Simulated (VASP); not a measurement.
# InAs: single point with LDA

InAs:

```
In As
1.0
     0.00000    2.89107    2.89107
     2.89107    0.00000    2.89107
     2.89107    2.89107    0.00000
In As
1 1
Direct
  0.00000 0.00000 0.00000
  0.75000 0.75000 0.75000
```

```yaml
Program: VASP 6.6.1
Task: single point
Functional: LDA
Potentials_or_basis: VASP PAW LDA potentials, release 64 (In_d, As)
Cutoff: 520 eV
k_mesh: 14 × 14 × 14
Occupations: fermi-dirac, width 0.08 eV
Spin: no spin polarisation
Dipole_correction: no
Further_INCAR_settings: ALGO = Normal; EDIFF = 1e-06; NBANDS = 16
```

The pressure is 10.2 GPa and the band gap on the k mesh is 0.29 eV.

Levels at points of the mesh, in eV from the valence-band top:
```
           k point  band 6  band 7  band 8  band 9  band 10  band 11  band 12  band 13
(0.00, 0.00, 0.00)  -12.88    0.00    0.00    0.00     0.29     3.86     3.86     3.86
(0.50, 0.00, 0.00)  -10.93   -6.60   -1.22   -1.22     1.11     4.66     4.66     6.77
(0.50, 0.50, 0.00)  -10.23   -6.55   -2.85   -2.85     1.18     1.93     9.92    10.09
```

It took 76 s on 1 thread of Intel(R) Xeon(R) Platinum 8488C (Sapphire Rapids), on a shared host, peak memory 0.21 GiB.

Caveat: the cell stands under pressure; semilocal functionals underestimate gaps, and a narrow one can read as zero; spin-orbit coupling is left out, which moves the levels of the heavy elements.
